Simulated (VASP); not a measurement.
Set up this calculation in VASP 6.6.1, as the native input.

```
Task                   : single point
Functional             : PBE
Potentials or basis    : VASP PAW PBE potentials, release 64 (Si, C)
Cutoff                 : 520 eV
k mesh                 : 6 × 6 × 4
Occupations            : gaussian, width 0.05 eV
Spin                   : no spin polarisation
Dipole correction      : no
Further INCAR settings : ALGO = Normal; EDIFF = 1e-07; NBANDS = 16
```

The structure of SiC lies in POSCAR:

```
SiC
1.0
    3.0759982064      0.0000000000      0.0000000000
   -1.5379991032      2.6638925888      0.0000000000
    0.0000000000      0.0000000000      5.0480000000
Si C
2 2
Direct
    0.2970733944      0.6401225491      0.0000000000
    0.6666666667      0.3333333333      0.5000000000
    0.3333333333      0.6666666667      0.3850000000
    0.6666666667      0.3333333333      0.8850000000
```

This cell differs from its parent crystal: atom 1 (Si) moved by (-0.100, +0.000) A along [1 1 0] and z.

One way to write it, as run:

INCAR

```
  PREC = Accurate
  ENCUT = 520
  EDIFF = 1E-7
  ISMEAR = 0
  SIGMA = 0.05
  LREAL = False
  LASPH = True
  NELM = 60
  ALGO = Normal
  ISIF = 2
  LWAVE = False
  LCHARG = False
  GGA = PE
  NBANDS = 16
```

KPOINTS

```
regular mesh
0
Gamma
  6 6 4
```

Potentials or basis: VASP PAW PBE potentials, release 64 (Si, C).

The run is started by

```sh
$ cat potpaw_PBE.64/Si/POTCAR potpaw_PBE.64/C/POTCAR > POTCAR
$ mpirun -np 1 vasp_std > vasp.out
```

It gave:

- Pressure: 4.4 GPa
- Largest force: 2.596 eV/Å
- Band gap on the k mesh: 2.26 eV, indirect (least direct gap 4.02 eV)

Caveat: the cell differs from its parent crystal (atom 1 (Si) moved by (-0.100, +0.000) A along [1 1 0] and z); forces of over 1 eV/Å act on the atoms, so gaps and moduli don't describe the material at rest.

It took 34 s on 1 thread of Intel(R) Xeon(R) Platinum 8488C (Sapphire Rapids), with other jobs on the host, peak memory 0.16 GiB.
